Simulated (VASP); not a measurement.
Wanted: the native input for a VASP 6.6.1 run.

| Property | Result |
| --- | --- |
| Task | relaxation of cell and atoms |
| Functional | PBEsol |
| Potentials or basis | VASP PAW PBE potentials, release 64 (Cu) |
| Cutoff | 600 eV |
| k mesh | 6 × 6 × 6 |
| Occupations | gaussian, width 0.1 eV |
| Spin | no spin polarisation |
| Dipole correction | no |
| Further INCAR settings | ALGO = Normal; EDIFF = 1e-07; IBRION = 2; EDIFFG = -0.04; NSW = 90; ISIF = 3 |

The structure of Cu lies in POSCAR:

```
Cu
1.0
    4.2199435286      0.0000000000      0.0000000000
   -2.1099717643      3.6545782983      0.0000000000
    0.0000000000      0.0000000000      2.5870088588
Cu
3
Direct
    0.0000000000      0.0000000000      0.0000000000
    0.3333333333      0.6666666667      0.5000000000
    0.6666666667      0.3333333333      0.5000000000
```

This isn't the form of Cu at room conditions, which is fcc.

These files were run (other wordings do the same):

INCAR

```
PREC = Accurate
ENCUT = 600
EDIFF = 1E-7
ISMEAR = 0
SIGMA = 0.1
LREAL = False
LASPH = True
NELM = 100
ALGO = Normal
ISIF = 3
LWAVE = False
LCHARG = False
GGA = PS
IBRION = 2
NSW = 90
EDIFFG = -0.04
```

KPOINTS

```
regular mesh
0
Gamma
  6 6 6
```

Potentials or basis: VASP PAW PBE potentials, release 64 (Cu).

Launch:

```sh
$ cat potpaw_PBE.64/Cu/POTCAR > POTCAR
$ mpirun -np 1 vasp_std > vasp.out
```

Results of the run:

```yaml
Relaxed_volume: 11.56 Å³/atom
Relaxed_cell: a = 4.076 Å, b = 4.076 Å, c = 2.410 Å, α = 90.00°, β = 90.00°, γ = 120.00°
Space_group_after_relaxing_to_0.1_Å: P6/mmm (No. 191)
Energy_gained_by_relaxing: 100.3 meV/atom
Ionic_steps: 5
Pressure_after_relaxing: 0.3 GPa
Band_gap_on_the_k_mesh: zero (an odd number of electrons rules out a gap without spin polarisation)
```

Caveat: the k points lie up to 0.43 Å⁻¹ apart in the final cell, too coarse for converged energies and pressures of a metal; the PAW data sets were made with another functional, which shifts forces and pressure a little.

It took 2.3 min on 1 thread of AMD EPYC 7R13, on a shared host, peak memory 0.19 GiB.
